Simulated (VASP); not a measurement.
Set up this calculation in VASP 6.6.1, as the native input.

```yaml
Task: single point
Functional: PBEsol
Potentials_or_basis: VASP PAW PBE potentials, release 64 (Ti_sv, Al)
Cutoff: 520 eV
k_mesh: 18 × 18 × 10
Occupations: gaussian, width 0.15 eV
Spin: no spin polarisation
Dipole_correction: no
Further_INCAR_settings: ALGO = Normal; EDIFF = 1e-07; NBANDS = 14
```

The structure of TiAl lies in POSCAR:

```
TiAl
1.0
    2.7526000000      0.0000000000      0.0000000000
   -1.3763000000      2.3838215265      0.0000000000
    0.0000000000      0.0000000000      4.2497000000
Ti Al
1 1
Direct
    0.0000000000      0.0000000000      0.0000000000
    0.3333333333      0.6666666667      0.5000000000
```

These files were run (other wordings do the same):

INCAR

```
ALGO = Normal ; EDIFF = 1E-7
ENCUT = 520 ; GGA = PS
ISIF = 2 ; ISMEAR = 0
LASPH = True ; LCHARG = True
LELF = True ; LREAL = False
LVHAR = True ; LWAVE = False
NBANDS = 14 ; NELM = 60
PREC = Accurate ; SIGMA = 0.15
```

KPOINTS

```
k-points
0
Gamma
  18 18 10
```

Potentials or basis: VASP PAW PBE potentials, release 64 (Ti_sv, Al).

Launch:

```sh
$ cat potpaw_PBE.64/Ti_sv/POTCAR potpaw_PBE.64/Al/POTCAR > POTCAR
$ mpirun -np 1 vasp_std > vasp.out
```

It gave:

```json
{
 "Pressure": "24.0 GPa"
}
```

Caveat: the PAW data sets were made with another functional, which shifts forces and pressure a little.

Wall time 59 s on 1 thread of Intel(R) Xeon(R) Platinum 8488C (Sapphire Rapids), with other jobs on the host, peak memory 0.2 GiB.
